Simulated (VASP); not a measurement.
Be2P, 3 atoms in the cell. It takes space group P-6m2 (No. 187, hexagonal). Conventional cell: a = 3.402 Å, b = 3.402 Å, c = 4.221 Å, α = 90.00°, β = 90.00°, γ = 120.00°. Be (site symmetry 3m) has 2 Be at 1.98 to 2.24 Å and 3 P at 2.20 Å within 2.6 Å. Within 2.9 Å of P (site symmetry -6m2) lie 6 Be at 2.20 Å. 

| Item | Value |
| --- | --- |
| Program | VASP 6.6.1 |
| Task | single point |
| Functional | PBE |
| Potentials or basis | VASP PAW PBE potentials, release 64 (Be, P) |
| Cutoff | 520 eV |
| k mesh | 18 × 18 × 12 |
| Occupations | gaussian, width 0.1 eV |
| Spin | no spin polarisation |
| Dipole correction | no |
| Further INCAR settings | ALGO = Normal; EDIFF = 1e-07; NBANDS = 12 |

Potentials or basis: VASP PAW PBE potentials, release 64 (Be, P).

Launch:

```bash
$ cat potpaw_PBE.64/Be/POTCAR potpaw_PBE.64/P/POTCAR > POTCAR
$ mpirun -np 1 vasp_std > vasp.out
```

Hardware: 1 thread of Intel(R) Xeon(R) Platinum 8375C CPU @ 2.90GHz (Ice Lake), on a shared host.

Task: How long does it take, and how much memory?

Result: Run time: 92 s on 1 thread of Intel(R) Xeon(R) Platinum 8375C CPU @ 2.90GHz (Ice Lake) (shared host), peak memory 0.25 GiB. Counts: scf iterations 15, k points 259.
